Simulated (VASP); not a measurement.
# Hg (Fd-3m) in VASP: notebook

The runs below take Hg through single point, with LDA.

Everything below comes from runs of VASP 6.6.1. Logs are shortened: lines on timing, memory, paths and dates and some standing lists are left out, and cuts for length are marked.

### 1 The cell of the first run

The structure is cubic, space group Fd-3m (No. 227). Conventional cell: a = 5.929 Å, b = 5.929 Å, c = 5.929 Å, α = 90.00°, β = 90.00°, γ = 90.00°. Hg (site symmetry -43m) has 4 Hg at 2.57 Å within 3.4 Å.

### 2 Single point, LDA (26.05 Å³/atom)

INCAR

```
ALGO     = Normal         # electronic algorithm
EDIFF    = 1E-6           # SCF threshold, eV
ENCUT    = 520            # plane-wave cutoff, eV
ISIF     = 2              # what is computed and relaxed
ISMEAR   = -1             # smearing method
LASPH    = True           # aspherical terms in the spheres
LCHARG   = False          # write CHGCAR
LREAL    = False          # projectors in reciprocal space
LWAVE    = False          # write WAVECAR
NBANDS   = 19             # bands
NELM     = 100            # most SCF steps
PREC     = Accurate       # precision mode
SIGMA    = 0.1            # smearing width, eV
```

KPOINTS

```
k-points
0
Gamma
  12 12 12
```

POSCAR

```
Hg
1.0
    0.0000000000      2.9645329018      2.9645329018
    2.9645329018      0.0000000000      2.9645329018
    2.9645329018      2.9645329018      0.0000000000
Hg
2
Direct
   -0.1250000000     -0.1250000000     -0.1250000000
    0.1250000000      0.1250000000      0.1250000000
```

Potentials or basis: VASP PAW LDA potentials, release 64 (Hg).

Launch:

```sh
cat potpaw_LDA.64/Hg/POTCAR > POTCAR
mpirun -np 1 vasp_std > vasp.out
```

OUTCAR:

```text
EDIFF = 1E-6
   ENCUT = 520
   ISIF = 2
   ISMEAR = -1
   LASPH = True
   LREAL = False
   NELM = 100
   PREC = Accurate

 ion  position               nearest neighbor table
   1  0.875  0.875  0.875-   2 2.57   2 2.57   2 2.57   2 2.57
   2  0.125  0.125  0.125-   1 2.57   1 2.57   1 2.57   1 2.57

  LATTYP: Found a face centered cubic cell.
 ALAT       =     5.9290658036

  Lattice vectors:

 A1 = (   0.0000000000,   2.9645329018,   2.9645329018)
 A2 = (   2.9645329018,   0.0000000000,   2.9645329018)
 A3 = (   2.9645329018,   2.9645329018,   0.0000000000)

Analysis of symmetry for initial positions (statically):
=====================================================================
 Subroutine PRICEL returns:
 Original cell was already a primitive cell.

 Routine SETGRP: Setting up the symmetry group for a
 face centered cubic supercell.

 Subroutine GETGRP returns: Found 48 space group operations
 (whereof 12 operations were pure point group operations)
 out of a pool of 48 trial point group operations.

The static configuration has the point symmetry D_3d.
 The point group associated with its full space group is O_h .

Analysis of symmetry for dynamics (positions and initial velocities):
=====================================================================
 Subroutine PRICEL returns:
 Original cell was already a primitive cell.

 Routine SETGRP: Setting up the symmetry group for a
 face centered cubic supercell.

 Subroutine GETGRP returns: Found 48 space group operations
 (whereof 12 operations were pure point group operations)
 out of a pool of 48 trial point group operations.

The dynamic configuration has the point symmetry D_3d.
 The point group associated with its full space group is O_h .

 Subroutine INISYM returns: Found 48 space group operations
 (whereof 12 operations are pure point group operations),
 and found     1 'primitive' translations

----------------------------------------------------------------------------------------

                                     Primitive cell

  volume of cell :      52.1073

  direct lattice vectors                    reciprocal lattice vectors
     0.000000000  2.964532902  2.964532902    -0.168660634  0.168660634  0.168660634
     2.964532902  0.000000000  2.964532902     0.168660634 -0.168660634  0.168660634
     2.964532902  2.964532902  0.000000000     0.168660634  0.168660634 -0.168660634

  length of vectors
     4.192482636  4.192482636  4.192482636     0.292128788  0.292128788  0.292128788

  position of ions in fractional coordinates (direct lattice)
     0.875000000  0.875000000  0.875000000
     0.125000000  0.125000000  0.125000000

  ion indices of the primitive-cell ions
   primitive index   ion index
                 1           1
                 2           2

----------------------------------------------------------------------------------------

 KPOINTS: k-points

Automatic generation of k-mesh.
 Grid dimensions read from file:
 generate k-points for:   12   12   12

 Generating k-lattice:

  Cartesian coordinates                     Fractional coordinates (reciprocal lattice)
    -0.014055053  0.014055053  0.014055053     0.083333333  0.000000000  0.000000000
     0.014055053 -0.014055053  0.014055053     0.000000000  0.083333333  0.000000000
     0.014055053  0.014055053 -0.014055053     0.000000000  0.000000000  0.083333333

  Length of vectors
     0.024344066  0.024344066  0.024344066

  Shift w.r.t. Gamma in fractional coordinates (k-lattice)
     0.000000000  0.000000000  0.000000000

 Subroutine IBZKPT returns following result:
 ===========================================

 Found     72 irreducible k-points:

 Following reciprocal coordinates:
            Coordinates               Weight
  0.000000  0.000000  0.000000      1.000000
  0.083333  0.000000  0.000000      8.000000
  0.166667  0.000000  0.000000      8.000000
  0.250000  0.000000  0.000000      8.000000
  0.333333  0.000000  0.000000      8.000000
  0.416667  0.000000  0.000000      8.000000
[... 16 lines left out ...]
  0.500000  0.166667  0.000000     24.000000
 -0.416667  0.166667  0.000000     24.000000
 [... further k-points ...]
   k-points           NKPTS =     72   k-points in BZ     NKDIM =     72   number of bands    NBANDS=     19
   number of dos      NEDOS =    301   number of ions     NIONS =      2
   total plane-waves  NPLWV =  32768
   dimension x,y,z NGX =    32 NGY =   32 NGZ =   32
   dimension x,y,z NGXF=    64 NGYF=   64 NGZF=   64
   ions per type =               2
   NGX,Y,Z   is equivalent  to a cutoff of  12.69, 12.69, 12.69 a.u.
   NGXF,Y,Z  is equivalent  to a cutoff of  25.38, 25.38, 25.38 a.u.
 SYSTEM =  unknown system
   PREC   = accura    normal or accurate (medium, high low for compatibility)
   ISTART =      0    job   : 0-new  1-cont  2-samecut
   ICHARG =      2    charge: 1-file 2-atom 10-const
   ISPIN  =      1    spin polarized calculation?
   LNONCOLLINEAR =      F non collinear calculations
   LSORBIT =      F    spin-orbit coupling
   LASPH  =      T    aspherical Exc in radial PAW
   ENCUT  =  520.0 eV  38.22 Ry    6.18 a.u.   7.80  7.80  7.80*2*pi/ulx,y,z
   NELM   =    100;   NELMIN=  2; NELMDL= -5     # of ELM steps
   EDIFF  = 0.1E-05   stopping-criterion for ELM
   LREAL  =      F    real-space projection
   EDIFFG = 0.1E-04   stopping-criterion for IOM
   NSW    =      0    number of steps for IOM
   IBRION =     -1    ionic relax: 0-MD 1-quasi-New 2-CG
   NFREE  =      0    steps in history (QN), initial steepest desc. (CG)
   ISIF   =      2    stress and relaxation
   ISYM   =      2    0-nonsym 1-usesym 2-fastsym
   POTIM  = 0.5000    time-step for ionic-motion
   TEBEG  =    0.0;   TEEND  =   0.0 temperature during run
   PSTRESS=    0.0 pullay stress
   NELECT =      24.0000    total number of electrons
   NUPDOWN=      -1.0000    fix difference up-down
   EMIN   =  10.00;   EMAX   =-10.00  energy-range for DOS
   EFERMI =   0.00;   METHOD = LEGACY
   ISMEAR =    -1;   SIGMA  =   0.10  broadening in eV -4-tet -1-fermi 0-gaus
   EFERMI_NEDOS =   21; number of points for ismear=-14 and -15
   IALGO  =     38    algorithm
   IMIX   =      4    mixing-type and parameters
     AMIX     =   0.40;   BMIX     =  1.00
     AMIX_MAG =   1.60;   BMIX_MAG =  1.00
  volume/ion in A,a.u.               =      26.05       175.82
  Fermi-wavevector in a.u.,A,eV,Ry     =   1.264287  2.389156 21.747843  1.598421
  Thomas-Fermi vector in A             =   2.397600
   LORBIT       =      0    0 simple, 1 ext, 2 COOP (PROOUT), +10 PAW based schemes
   GGA     = CA    functional components
   LHFCALC =     F    Hartree Fock is set to
   AEXX    =    0.0000 exact exchange contribution
   IVDW    =     0    specifies the selected vdW correction
   LEPSILON=     F    determine dielectric tensor
   LRPA    =     F    only Hartree local field effects (RPA)
 non-spin polarized calculation
  energy-cutoff  :      520.00
  volume of cell :       52.11
 maximum number of plane-waves:      1424
   NGX = 15   NGY = 15   NGZ = 15

 number of electron      23.9999998 magnetization

 Free energy of the ion-electron system (eV)
  ---------------------------------------------------
  ext. energy  EPLUGINS =         0.00000000
  ---------------------------------------------------
  free energy    TOTEN  =        -0.78923264 eV

  energy without entropy =       -0.75906624  energy(sigma->0) =       -0.77414944

 E-fermi :   2.2428     XC(G=0): -10.3635

 val. band max:        2.2370906803   @ k =  -0.4167   0.3333   0.0833
 cond. band min:       2.2581331571   @ k =  -0.3333   0.2500   0.0000
 fundamental gap:      0.0210424767
 Fermi energy:         2.2428224113

 k-point     1 :       0.0000    0.0000    0.0000
  band No.  band energies     occupation
      1      -7.2825      2.00000
      2      -6.5971      2.00000
      3      -6.5971      2.00000
      4      -6.5971      2.00000
      5      -6.5283      2.00000
      6      -6.5283      2.00000
[... 11 lines left out ...]
     18      10.2879      0.00000
     19      10.2879      0.00000

 k-point     2 :       0.0833    0.0000    0.0000
  band No.  band energies     occupation
      1      -7.2059      2.00000
      2      -6.6806      2.00000
      3      -6.6806      2.00000
      4      -6.6002      2.00000
      5      -6.4226      2.00000
      6      -6.4226      2.00000
[... 11 lines left out ...]
     18      10.7674      0.00000
     19      11.8977      0.00000

 k-point     3 :       0.1667    0.0000    0.0000
  band No.  band energies     occupation
      1      -7.0006      2.00000
      2      -6.7530      2.00000
      3      -6.7530      2.00000
      4      -6.6063      2.00000
      5      -6.2961      2.00000
      6      -6.2961      2.00000
[... 11 lines left out ...]
     18      11.3837      0.00000
     19      11.8227      0.00000

 k-point     4 :       0.2500    0.0000    0.0000
  band No.  band energies     occupation
      1      -6.7826      2.00000
      2      -6.7826      2.00000
      3      -6.7586      2.00000
      4      -6.5956      2.00000
      5      -6.2110      2.00000
      6      -6.2110      2.00000
[... 11 lines left out ...]
     18      11.5688      0.00000
     19      12.4045      0.00000

 k-point     5 :       0.3333    0.0000    0.0000
  band No.  band energies     occupation
      1      -6.7737      2.00000
      2      -6.7737      2.00000
      3      -6.6655      2.00000
      4      -6.4917      2.00000
      5      -6.1896      2.00000
      6      -6.1896      2.00000
[... 11 lines left out ...]
     18      11.4602      0.00000
     19      13.9113      0.00000

 k-point     6 :       0.4167    0.0000    0.0000
  band No.  band energies     occupation
      1      -6.7450      2.00000
      2      -6.7450      2.00000
      3      -6.6562      2.00000
      4      -6.4086      2.00000
      5      -6.2126      2.00000
      6      -6.2126      2.00000
[... 11 lines left out ...]
     18      11.3336      0.00000
     19      15.5835      0.00000

 k-point     7 :       0.5000    0.0000    0.0000
  band No.  band energies     occupation
      1      -6.7287      2.00000
      2      -6.7287      2.00000
      3      -6.6543      2.00000
      4      -6.3881      2.00000
      5      -6.2301      2.00000
      6      -6.2301      2.00000
[... 11 lines left out ...]
     18      11.2846      0.00000
     19      16.0971      0.00000

 k-point     8 :       0.0833    0.0833    0.0000
  band No.  band energies     occupation
      1      -7.1796      2.00000
      2      -6.7516      2.00000
      3      -6.6064      2.00000
      4      -6.6064      2.00000
      5      -6.4849      2.00000
      6      -6.3409      2.00000
[... 256 lines left out ...]
 k-point    20 :       0.2500    0.1667    0.0000
  band No.  band energies     occupation
      1      -6.9330      2.00000
      2      -6.7012      2.00000
      3      -6.6598      2.00000
      4      -6.6372      2.00000
      5      -6.2576      2.00000
      6      -5.9830      2.00000
[... 11 lines left out ...]
     18      13.5920      0.00000
     19      13.8014      0.00000

 k-point    21 :       0.3333    0.1667    0.0000
  band No.  band energies     occupation
      1      -6.9465      2.00000
      2      -6.6860      2.00000
      3      -6.6756      2.00000
      4      -6.4775      2.00000
      5      -6.1678      2.00000
      6      -5.9044      2.00000
[... 11 lines left out ...]
     18      13.4542      0.00000
     19      13.7184      0.00000

 k-point    22 :       0.4167    0.1667    0.0000
  band No.  band energies     occupation
      1      -6.9460      2.00000
      2      -6.7133      2.00000
      3      -6.6645      2.00000
      4      -6.3609      2.00000
      5      -6.0978      2.00000
      6      -5.9117      2.00000
[... 11 lines left out ...]
     18      13.0996      0.00000
     19      13.6824      0.00000

 k-point    23 :       0.5000    0.1667    0.0000
  band No.  band energies     occupation
      1      -6.9434      2.00000
      2      -6.7555      2.00000
      3      -6.6137      2.00000
      4      -6.3139      2.00000
      5      -6.0274      2.00000
      6      -5.9965      2.00000
[... 11 lines left out ...]
     18      12.9823      0.00000
     19      13.9017      0.00000

 k-point    24 :      -0.4167    0.1667    0.0000
  band No.  band energies     occupation
      1      -6.9272      2.00000
      2      -6.8130      2.00000
      3      -6.5453      2.00000
      4      -6.3074      2.00000
      5      -6.1127      2.00000
      6      -5.9480      2.00000
[... 11 lines left out ...]
     18      13.8485      0.00000
     19      14.7617      0.00000

 [... further k-points ...]

------------------------ aborting loop because EDIFF is reached ----------------------------------------

  FORCE on cell =-STRESS in cart. coord.  units (eV):
  Direction    XX          YY          ZZ          XY          YZ          ZX
  --------------------------------------------------------------------------------------
  -------------------------------------------------------------------------------------
  Total        5.4918229      5.4918229      5.4918229     -0.0000000      0.0000000     -0.0000000
  in kB      168.8605850    168.8605850    168.8605850     -0.0000000      0.0000000     -0.0000000
  external PRESSURE =     168.8605850 kB  Pullay stress =       0.0000000 kB

 VOLUME and BASIS-vectors are now :
 -----------------------------------------------------------------------------
  energy-cutoff  :      520.00
  volume of cell :       52.11
      direct lattice vectors                 reciprocal lattice vectors
     0.000000000  2.964532902  2.964532902    -0.168660634  0.168660634  0.168660634
     2.964532902  0.000000000  2.964532902     0.168660634 -0.168660634  0.168660634
     2.964532902  2.964532902  0.000000000     0.168660634  0.168660634 -0.168660634

 POSITION                                       TOTAL-FORCE (eV/Angst)
 -----------------------------------------------------------------------------------
      5.18793      5.18793      5.18793         0.000000      0.000000      0.000000
      0.74113      0.74113      0.74113        -0.000000     -0.000000     -0.000000
 -----------------------------------------------------------------------------------
    total drift:                                0.000000      0.000000     -0.000000

  FREE ENERGIE OF THE ION-ELECTRON SYSTEM (eV)
  ---------------------------------------------------
  free  energy   TOTEN  =        -0.7892326407 eV

  energy  without entropy=       -0.7590662413  energy(sigma->0) =       -0.77414944
```

Run time: 18 s. Hardware: 1 thread of Intel Xeon 6975P-C (Granite Rapids), shared host; peak memory 0.19 GiB.

Results:

| Item | Value |
| --- | --- |
| Free energy | -0.7892 eV |
| Pressure | 16.9 GPa |
| Band gap on the k mesh | zero (bands 12 and 13 overlap by 6.82 eV) |

Levels at points of the mesh, in eV from the Fermi level:
```csv
k point,band 9,band 10,band 11,band 12,band 13,band 14,band 15,band 16
"(0.00, 0.00, 0.00)",-6.90,-6.07,-6.07,6.12,6.89,6.89,6.89,7.75
"(0.50, 0.00, 0.00)",-6.13,-6.13,-4.56,-3.89,4.02,4.02,6.06,7.75
"(0.50, 0.50, 0.00)",-5.97,-5.97,-3.49,-3.49,0.98,0.98,5.33,5.33
```

Caveat: the cell stands under pressure; spin-orbit coupling is left out, which moves the levels of the heavy elements.

### 3 Single point, LDA (26.05 Å³/atom)

INCAR

```
SYSTEM = Hg
ALGO = Normal ; EDIFF = 1E-6
ENCUT = 520 ; GGA = CA
ISIF = 2 ; ISMEAR = -1
LASPH = .True. ; LCHARG = .False.
LREAL = .False. ; LWAVE = .False.
NBANDS = 19 ; NELM = 60
PREC = Accurate ; SIGMA = 0.1
```

KPOINTS

```
k-points
0
Gamma
  12 12 12
  0 0 0
```

POSCAR is that of step 2.

Potentials or basis: VASP PAW LDA potentials, release 64 (Hg).

Launch:

```sh
cat potpaw_LDA.64/Hg/POTCAR > POTCAR
mpirun -np 1 vasp_std > vasp.out
```

It took 17 s on 1 thread of Intel Xeon 6975P-C (Granite Rapids), shared host; peak memory 0.18 GiB.

It converged, with:

```
Free energy            : -0.7892 eV
Pressure               : 16.9 GPa
Band gap on the k mesh : zero (bands 12 and 13 overlap by 6.82 eV)
```

Levels at points of the mesh, in eV from the Fermi level:
```tsv
k point	band 10	band 11	band 12	band 13	band 14	band 15
(0.00, 0.00, 0.00)	-6.07	-6.07	6.12	6.89	6.89	6.89
(0.50, 0.00, 0.00)	-6.13	-4.56	-3.89	4.02	4.02	6.06
(0.50, 0.50, 0.00)	-5.97	-3.49	-3.49	0.98	0.98	5.33
```

Caveat: the cell stands under pressure; spin-orbit coupling is left out, which moves the levels of the heavy elements.

[end of part 1 of 2]

The gap in the log of VASP goes by the Fermi energy; the results here count the filled bands.